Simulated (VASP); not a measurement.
Set up this calculation in VASP 6.6.1, as the native input.

| Quantity | Value |
| --- | --- |
| Task | single point |
| Functional | PBEsol |
| Potentials or basis | VASP PAW PBE potentials, release 64 (Al, Ga_d, N) |
| Cutoff | 520 eV |
| k mesh | 6 × 6 × 6 |
| Occupations | gaussian, width 0.05 eV |
| Spin | no spin polarisation |
| Dipole correction | no |
| Further INCAR settings | ALGO = Normal; EDIFF = 1e-06; NBANDS = 31 |

The structure of Al3GaN4 lies in POSCAR:

```
Al3GaN4
1.0
    4.4069948404      0.0000000000      0.0000000000
    0.0000000000      4.4069948404      0.0000000000
    0.0000000000      0.0000000000      4.0544352532
Al Ga N
3 1 4
Direct
    0.5000000000      0.5000000000      0.0000000000
    0.5000000000      0.0000000000      0.5000000000
    0.0000000000      0.5000000000      0.5000000000
    0.0000000000      0.0000000000      0.0000000000
    0.7447077174      0.7447077174      0.2552922826
    0.7447077174      0.2552922826      0.7447077174
    0.2552922826      0.7447077174      0.7447077174
    0.2552922826      0.2552922826      0.2552922826
```

This cell differs from its parent crystal: strain +0.000 along x and y, -0.080 along z.

One way to write it, as run:

INCAR

```
SYSTEM = Al3GaN4
ALGO = Normal
EDIFF = 1E-6
ENCUT = 520
GGA = PS
ISIF = 2
ISMEAR = 0
LASPH = .TRUE.
LCHARG = .FALSE.
LREAL = .FALSE.
LWAVE = .FALSE.
NBANDS = 31
NELM = 60
PREC = Accurate
SIGMA = 0.05
```

KPOINTS

```
k-points
0
G
  6 6 6
  0 0 0
```

Potentials or basis: VASP PAW PBE potentials, release 64 (Al, Ga_d, N).

Run with:

```sh
$ cat potpaw_PBE.64/Al/POTCAR potpaw_PBE.64/Ga_d/POTCAR potpaw_PBE.64/N/POTCAR > POTCAR
$ mpirun -np 1 vasp_std > vasp.out
```

Results of the run:

- Pressure: 18.8 GPa
- Largest force: 0.113 eV/Å
- Band gap on the k mesh: 2.92 eV

Caveat: the cell differs from its parent crystal (strain +0.000 along x and y, -0.080 along z); the cell stands under pressure; the PAW data sets were made with another functional, which shifts forces and pressure a little.

It took 95 s on 1 thread of Intel Xeon 8259CL, with other jobs on the host, peak memory 0.23 GiB.
